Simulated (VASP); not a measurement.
Write the native input for VASP 6.6.1 that does the following.

```
Task                   : single point
Functional             : PBE
Potentials or basis    : VASP PAW PBE potentials, release 64 (Zr_sv, Br)
Cutoff                 : 520 eV
k mesh                 : 12 × 12 × 12
Occupations            : gaussian, width 0.1 eV
Spin                   : no spin polarisation
Dipole correction      : no
Further INCAR settings : ALGO = Normal; EDIFF = 1e-07; NBANDS = 22
```

The structure of Zr2Br lies in POSCAR:

```
Zr2Br
1.0
    0.0000000000      3.2478141004      3.2478141004
    3.2478141004      0.0000000000      3.2478141004
    3.2478141004      3.2478141004      0.0000000000
Zr Br
2 1
Direct
    0.2500000000      0.2500000000      0.2500000000
    0.7500000000      0.7500000000      0.7500000000
    0.5000000000      0.5000000000      0.5000000000
```

The input as run:

INCAR

```
PREC = Accurate
ENCUT = 520
EDIFF = 1E-7
ISMEAR = 0
SIGMA = 0.1
LREAL = False
LASPH = True
NELM = 100
ALGO = Normal
ISIF = 2
LWAVE = False
LCHARG = False
GGA = PE
NBANDS = 22
```

KPOINTS

```
Automatic mesh
0
Gamma
  12 12 12
```

Potentials or basis: VASP PAW PBE potentials, release 64 (Zr_sv, Br).

Command:

```bash
$ cat potpaw_PBE.64/Zr_sv/POTCAR potpaw_PBE.64/Br/POTCAR > POTCAR
$ mpirun -np 1 vasp_std > vasp.out
```

It gave:

| Item | Value |
| --- | --- |
| Pressure | 0.1 GPa |

Caveat: an odd number of electrons without spin polarisation forces a metal; a magnetic or distorted state may lie lower.

Wall time 4.5 min on 1 thread of AMD EPYC 7R13, with other jobs on the host, peak memory 0.24 GiB.
